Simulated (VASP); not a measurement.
**BiTe: relaxation of cell and atoms with PBEsol**

Crystal: BiTe.

```
CELL_PARAMETERS angstrom
0.00000 3.23500 3.23500
3.23500 0.00000 3.23500
3.23500 3.23500 0.00000
ATOMIC_POSITIONS crystal
Bi 0.00000 0.00000 0.00000
Te 0.50000 0.50000 0.50000
```

```yaml
Program: VASP 6.6.1
Task: relaxation of cell and atoms
Functional: PBEsol
Potentials_or_basis: VASP PAW PBE potentials, release 64 (Bi_d, Te)
Cutoff: 600 eV
k_mesh: 7 × 7 × 7
Occupations: fermi-dirac, width 0.05 eV
Spin: no spin polarisation
Target_pressure: 20 GPa
Dipole_correction: no
Further_INCAR_settings: ALGO = Normal; EDIFF = 1e-07; IBRION = 2; EDIFFG = -0.01; NSW = 80; ISIF = 3
```

| Property | Result |
| --- | --- |
| Relaxed volume | 26.18 Å³/atom |
| Relaxed cell | a = 4.199 Å, b = 4.199 Å, c = 4.199 Å, α = 60.00°, β = 60.00°, γ = 60.00° |
| Space group after relaxing (to 0.05 Å) | Fm-3m (No. 225) |
| Energy change on relaxing (the enthalpy is what falls) | +329.9 meV/atom |
| Ionic steps | 15 |
| Pressure after relaxing | 20.0 GPa |

The path:
| step | energy change (eV) | largest force (eV/Å) | pressure (GPa) | volume (Å³) |
| --- | --- | --- | --- | --- |
| 1 | 0.0000 | 0.0000 | -1.55 | 67.71 |
| 2 | 10.2740 | 0.0000 | 188.34 | 32.18 |
| 3 | 0.4296 | 0.0000 | 14.98 | 54.49 |
| 4 | 0.5578 | 0.0000 | 17.80 | 53.24 |
| 5 | 0.6651 | 0.0000 | 20.06 | 52.33 |
| 6 | 0.6304 | 0.0000 | 19.34 | 52.61 |
| 7 | 0.6325 | 0.0000 | 19.38 | 52.59 |
| 8 | 0.6388 | 0.0000 | 19.51 | 52.54 |
| 9 | 0.6389 | 0.0000 | 19.51 | 52.54 |
| 10 | 0.6392 | 0.0000 | 19.52 | 52.54 |
| 11 | 0.6399 | 0.0000 | 19.53 | 52.53 |
| 12 | 0.6412 | 0.0000 | 19.57 | 52.52 |
| 13 | 0.6438 | 0.0000 | 19.62 | 52.50 |
| 14 | 0.6491 | 0.0000 | 19.73 | 52.45 |
| 15 | 0.6598 | 0.0000 | 19.95 | 52.37 |

Final structure:
```
Bi Te
1.0
     0.00000    2.96947    2.96947
     2.96947    0.00000    2.96947
     2.96947    2.96947    0.00000
Bi Te
1 1
Direct
  0.00000 0.00000 0.00000
  0.50000 0.50000 0.50000
```

Levels at points of the mesh, in eV from the Fermi level:
| k point | band 7 | band 8 | band 9 | band 10 | band 11 | band 12 | band 13 | band 14 |
| --- | --- | --- | --- | --- | --- | --- | --- | --- |
| (0.00, 0.00, 0.00) | -7.07 | -3.39 | -3.39 | -3.39 | 2.57 | 2.57 | 2.57 | 4.10 |

Run time: 6 min on 1 thread of AMD EPYC 7R43 64-Core Processor (Zen 3), with other jobs on the host, peak memory 0.23 GiB.

Caveat: the cell is relaxed towards a set pressure, so the enthalpy falls and the energy may rise; the volume moved by over 15 % at a fixed basis, so the end points are rough; the PAW data sets were made with another functional, which shifts forces and pressure a little; spin-orbit coupling is left out, which moves the levels of the heavy elements.
